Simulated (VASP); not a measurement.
# Au (Im-3m) in VASP: notebook

Runs on Au. Level: r2SCAN. Tasks: relaxation of cell and atoms.

Program: VASP 6.6.1. These are calculated values, not measurements. Logs are shortened: lines on timing, memory, paths and dates and some standing lists are left out, and cuts for length are marked.

### 1 The cell of the first run

Symmetry: Im-3m, No. 229, cubic system. Conventional cell: a = 3.129 Å, b = 3.129 Å, c = 3.129 Å, α = 90.00°, β = 90.00°, γ = 90.00°. Within 3.6 Å of Au (site symmetry m-3m) lie 14 Au at 2.71 to 3.13 Å.

This isn't the form of Au at room conditions, which is fcc.

### 2 Relaxation of cell and atoms, r2SCAN

POSCAR

```
Au
1.0
   -1.5646771748      1.5646771748      1.5646771748
    1.5646771748     -1.5646771748      1.5646771748
    1.5646771748      1.5646771748     -1.5646771748
Au
1
Direct
    0.0000000000      0.0000000000      0.0000000000
```

INCAR.step1

```
SYSTEM = Au
ALGO = Normal
EDIFF = 1E-5
EDIFFG = -0.005
ENCUT = 550
GGA = PE
GGA_COMPAT = .False.
IBRION = 2
ISIF = 3
ISMEAR = 0
LASPH = .True.
LCHARG = .False.
LREAL = .False.
LWAVE = .True.
NELM = 120
NELMIN = 4
NSW = 100
PREC = Accurate
SIGMA = 0.1
```

INCAR.step2

```
SYSTEM = Au
ALGO = Normal
EDIFF = 1E-7
EDIFFG = -0.05
ENCUT = 550
GGA_COMPAT = .False.
IBRION = 2
ISIF = 3
ISMEAR = 0
ISTART = 1
LASPH = .True.
LCHARG = .False.
LMIXTAU = .True.
LREAL = .False.
LWAVE = .False.
METAGGA = R2SCAN
NELM = 120
NELMIN = 4
NSW = 80
PREC = Accurate
SIGMA = 0.1
```

KPOINTS

```
k-points
0
Gamma
  8 8 8
  0 0 0
```

Potentials or basis: VASP PAW PBE potentials, release 64 (Au).

Run with:

```sh
$ cat potpaw_PBE.64/Au/POTCAR > POTCAR
$ cp INCAR.step1 INCAR
$ mpirun -np 1 vasp_std > vasp.out
$ cp INCAR.step2 INCAR
$ mpirun -np 1 vasp_std > vasp.out
```

OUTCAR:

```text
SYSTEM = Au
   EDIFF = 1E-7
   EDIFFG = -0.05
   ENCUT = 550
   IBRION = 2
   ISIF = 3
   ISMEAR = 0
   ISTART = 1
   LASPH = .True.
   LREAL = .False.
   METAGGA = R2SCAN
   NELM = 120
   NELMIN = 4
   NSW = 80
   PREC = Accurate

 ion  position               nearest neighbor table
   1  0.000  0.000  0.000-

  LATTYP: Found a body centered cubic cell.
 ALAT       =     3.1293543496

  Lattice vectors:

 A1 = (  -1.5646771748,   1.5646771748,   1.5646771748)
 A2 = (   1.5646771748,  -1.5646771748,   1.5646771748)
 A3 = (   1.5646771748,   1.5646771748,  -1.5646771748)

Analysis of symmetry for initial positions (statically):
=====================================================================
 Subroutine PRICEL returns:
 Original cell was already a primitive cell.

 Routine SETGRP: Setting up the symmetry group for a
 body centered cubic supercell.

 Subroutine GETGRP returns: Found 48 space group operations
 (whereof 48 operations were pure point group operations)
 out of a pool of 48 trial point group operations.

The static configuration has the point symmetry O_h .

Analysis of symmetry for dynamics (positions and initial velocities):
=====================================================================
 Subroutine PRICEL returns:
 Original cell was already a primitive cell.

 Routine SETGRP: Setting up the symmetry group for a
 body centered cubic supercell.

 Subroutine GETGRP returns: Found 48 space group operations
 (whereof 48 operations were pure point group operations)
 out of a pool of 48 trial point group operations.

The dynamic configuration has the point symmetry O_h .

 Subroutine INISYM returns: Found 48 space group operations
 (whereof 48 operations are pure point group operations),
 and found     1 'primitive' translations

----------------------------------------------------------------------------------------

                                     Primitive cell

  volume of cell :      15.3227

  direct lattice vectors                    reciprocal lattice vectors
    -1.564677175  1.564677175  1.564677175     0.000000000  0.319554735  0.319554735
     1.564677175 -1.564677175  1.564677175     0.319554735  0.000000000  0.319554735
     1.564677175  1.564677175 -1.564677175     0.319554735  0.319554735  0.000000000

  length of vectors
     2.710100364  2.710100364  2.710100364     0.451918640  0.451918640  0.451918640

  position of ions in fractional coordinates (direct lattice)
     0.000000000  0.000000000  0.000000000

  ion indices of the primitive-cell ions
[... 62 lines left out ...]
   NGX,Y,Z   is equivalent  to a cutoff of  14.72, 14.72, 14.72 a.u.
   NGXF,Y,Z  is equivalent  to a cutoff of  29.44, 29.44, 29.44 a.u.
 SYSTEM =  Au
   PREC   = accura    normal or accurate (medium, high low for compatibility)
   ISTART =      1    job   : 0-new  1-cont  2-samecut
   ICHARG =      0    charge: 1-file 2-atom 10-const
   ISPIN  =      1    spin polarized calculation?
   LNONCOLLINEAR =      F non collinear calculations
   LSORBIT =      F    spin-orbit coupling
   LASPH  =      T    aspherical Exc in radial PAW
   ENCUT  =  550.0 eV  40.42 Ry    6.36 a.u.   5.18  5.18  5.18*2*pi/ulx,y,z
   NELM   =    120;   NELMIN=  4; NELMDL=  0     # of ELM steps
   EDIFF  = 0.1E-06   stopping-criterion for ELM
   LREAL  =      F    real-space projection
   EDIFFG = -.5E-01   stopping-criterion for IOM
   NSW    =     80    number of steps for IOM
   IBRION =      2    ionic relax: 0-MD 1-quasi-New 2-CG
   NFREE  =      1    steps in history (QN), initial steepest desc. (CG)
   ISIF   =      3    stress and relaxation
   ISYM   =      2    0-nonsym 1-usesym 2-fastsym
   POTIM  = 0.5000    time-step for ionic-motion
   TEBEG  =    0.0;   TEEND  =   0.0 temperature during run
   PSTRESS=    0.0 pullay stress
   NELECT =      11.0000    total number of electrons
   NUPDOWN=      -1.0000    fix difference up-down
   EMIN   =  10.00;   EMAX   =-10.00  energy-range for DOS
   EFERMI =   0.00;   METHOD = LEGACY
   ISMEAR =     0;   SIGMA  =   0.10  broadening in eV -4-tet -1-fermi 0-gaus
   EFERMI_NEDOS =   21; number of points for ismear=-14 and -15
   IALGO  =     38    algorithm
   IMIX   =      4    mixing-type and parameters
     AMIX     =   0.40;   BMIX     =  1.00
     AMIX_MAG =   1.60;   BMIX_MAG =  1.00
  volume/ion in A,a.u.               =      15.32       103.40
  Fermi-wavevector in a.u.,A,eV,Ry     =   1.465866  2.770085 29.235703  2.148764
  Thomas-Fermi vector in A             =   2.581672
   LORBIT       =      0    0 simple, 1 ext, 2 COOP (PROOUT), +10 PAW based schemes
   METAGGA = R2SCAN    functional components
   LHFCALC =     F    Hartree Fock is set to
   AEXX    =    0.0000 exact exchange contribution
   IVDW    =     0    specifies the selected vdW correction
   LEPSILON=     F    determine dielectric tensor
   LRPA    =     F    only Hartree local field effects (RPA)
 conjugate gradient relaxation of ions
 non-spin polarized calculation
 Gauss-broadening in eV      SIGMA  =   0.10
  energy-cutoff  :      550.00
  volume of cell :       15.32
 maximum number of plane-waves:       466
 NGX is ok and might be reduce to    24
   NGX = 11   NGY = 11   NGZ = 11

--------------------------------------- Ionic step        1  -------------------------------------------

 number of electron      11.0000002 magnetization

 Free energy of the ion-electron system (eV)
  ---------------------------------------------------
  ext. energy  EPLUGINS =         0.00000000
  ---------------------------------------------------
  free energy    TOTEN  =       -50.33747481 eV

  energy without entropy =      -50.33182502  energy(sigma->0) =      -50.33464991

 E-fermi :  11.5131     XC(G=0): -14.4041

 val. band max:       11.5114281705   @ k =   0.3750   0.1250   0.0000
 cond. band min:      11.6541021278   @ k =   0.2500   0.1250   0.1250
 fundamental gap:      0.1426739574
 Fermi energy:        11.5130777394

 k-point     1 :       0.0000    0.0000    0.0000
  band No.  band energies     occupation
      1      -0.1109      2.00000
      2       5.3774      2.00000
      3       5.3774      2.00000
      4       5.3774      2.00000
      5       7.7303      2.00000
      6       7.7303      2.00000
      7      28.6056      0.00000
      8      28.6056      0.00000
      9      28.6056      0.00000
[... 415 lines left out ...]
--------------------------------------- Ionic step        5  -------------------------------------------

 number of electron      11.0000001 magnetization

 Free energy of the ion-electron system (eV)
  ---------------------------------------------------
  ext. energy  EPLUGINS =         0.00000000
  ---------------------------------------------------
  free energy    TOTEN  =       -50.53081021 eV

  energy without entropy =      -50.52393610  energy(sigma->0) =      -50.52737316

 E-fermi :   9.0113     XC(G=0): -13.3921

 val. band max:        9.0046500603   @ k =   0.2500   0.1250   0.1250
 cond. band min:       9.0585487180   @ k =   0.3750   0.1250   0.0000
 fundamental gap:      0.0538986577
 Fermi energy:         9.0112823973

 k-point     1 :       0.0000    0.0000    0.0000
  band No.  band energies     occupation
      1      -0.9343      2.00000
      2       3.8047      2.00000
      3       3.8047      2.00000
      4       3.8047      2.00000
      5       5.6820      2.00000
      6       5.6820      2.00000
      7      26.2015      0.00000
      8      26.2015      0.00000
      9      26.2015      0.00000
[... 304 lines left out ...]
  FREE ENERGIE OF THE ION-ELECTRON SYSTEM (eV)
  ---------------------------------------------------
  free  energy   TOTEN  =       -50.5308102126 eV

  energy  without entropy=      -50.5239361031  energy(sigma->0) =      -50.52737316

 reached required accuracy - stopping structural energy minimisation
```

Wall time 59 s (1 thread of Intel Xeon 6975P-C (Granite Rapids), shared host); peak memory 0.15 GiB.

Results:

```
Free energy                           : -50.5308 eV
Relaxed volume                        : 17.62 Å³/atom
Relaxed cell                          : a = 2.840 Å, b = 2.840 Å, c = 2.840 Å, α = 109.47°, β = 109.47°, γ = 109.47°
Space group after relaxing (to 0.1 Å) : Im-3m (No. 229)
Energy gained by relaxing             : 193.3 meV/atom
Ionic steps                           : 5
Pressure after relaxing               : 0.0 GPa
Band gap on the k mesh                : zero (an odd number of electrons rules out a gap without spin polarisation)
```

The path:
| step | energy change (eV) | largest force (eV/Å) | pressure (GPa) | volume (Å³) |
| --- | --- | --- | --- | --- |
| 1 | 0.0000 | 0.0000 | 31.74 | 15.32 |
| 2 | 0.2189 | 0.0000 | -17.71 | 23.09 |
| 3 | -0.1917 | 0.0000 | -2.03 | 17.88 |
| 4 | -0.1932 | 0.0000 | -0.55 | 17.69 |
| 5 | -0.1933 | 0.0000 | 0.02 | 17.62 |

Final structure:
```yaml
crystal:
  lattice:
    - [-1.63940, 1.63940, 1.63940]
    - [1.63940, -1.63940, 1.63940]
    - [1.63940, 1.63940, -1.63940]
  atoms:
    - { symbol: Au, position: [0.00000, 0.00000, 0.00000] }
```

Caveat: the volume moved by over 15 % at a fixed basis, so the end points are rough; the PAW data sets were made with another functional, which shifts forces and pressure a little; spin-orbit coupling is left out, which moves the levels of the heavy elements.

### 3 Relaxation of cell and atoms, r2SCAN

This run uses another cell than the first one, of 17.61 Å³/atom.

POSCAR

```
Au
1.0
   -1.6389869545      1.6389869545      1.6389869545
    1.6389869545     -1.6389869545      1.6389869545
    1.6389869545      1.6389869545     -1.6389869545
Au
1
Direct
    0.0000000000      0.0000000000      0.0000000000
```

INCAR.step1

```
PREC = Accurate ; ENCUT = 600
ISMEAR = 0 ; SIGMA = 0.1
LREAL = False ; LASPH = True
NELM = 100 ; GGA = PE
ALGO = Normal ; EDIFF = 1E-4
LWAVE = True ; LCHARG = False
```

INCAR.step2

```
PREC = Accurate ; ENCUT = 600
EDIFF = 1E-6 ; ISMEAR = 0
SIGMA = 0.1 ; LREAL = False
LASPH = True ; NELM = 100
ALGO = Normal ; ISIF = 3
LWAVE = False ; LCHARG = False
METAGGA = R2SCAN ; LMIXTAU = True
IBRION = 2 ; NSW = 80
EDIFFG = -0.01 ; ISTART = 1
```

KPOINTS

```
regular mesh
0
Gamma
  18 18 18
```

Potentials or basis: VASP PAW PBE potentials, release 64 (Au).

Run with:

```sh
$ cat potpaw_PBE.64/Au/POTCAR > POTCAR
$ cp INCAR.step1 INCAR
$ mpirun -np 1 vasp_std > vasp.out
$ cp INCAR.step2 INCAR
$ mpirun -np 1 vasp_std > vasp.out
```

Run time: 37 s. Hardware: 1 thread of Intel Xeon 6975P-C (Granite Rapids), shared host; peak memory 0.17 GiB.

Results (log left out):

```
Free energy             : -50.5749 eV
Pressure after relaxing : 0.0 GPa
Band gap on the k mesh  : zero (an odd number of electrons rules out a gap without spin polarisation)
```

Final structure:
```
CELL_PARAMETERS angstrom
-1.63899 1.63899 1.63899
1.63899 -1.63899 1.63899
1.63899 1.63899 -1.63899
ATOMIC_POSITIONS crystal
Au 0.00000 0.00000 0.00000
```

Levels at points of the mesh, in eV from the Fermi level:
```tsv
k point	band 2	band 3	band 4	band 5	band 6	band 7	band 8	band 9
(0.00, 0.00, 0.00)	-5.07	-5.07	-5.07	-3.19	-3.19	17.32	17.32	17.32
(0.50, 0.00, 0.00)	-6.12	-3.33	-3.01	-1.66	-0.42	3.40	12.99	14.18
(0.50, 0.50, 0.50)	-6.93	-2.04	-2.04	-2.04	6.52	6.52	6.52	9.65
```

Caveat: the relaxation stopped at its first step, so nothing moved; the PAW data sets were made with another functional, which shifts forces and pressure a little; spin-orbit coupling is left out, which moves the levels of the heavy elements.
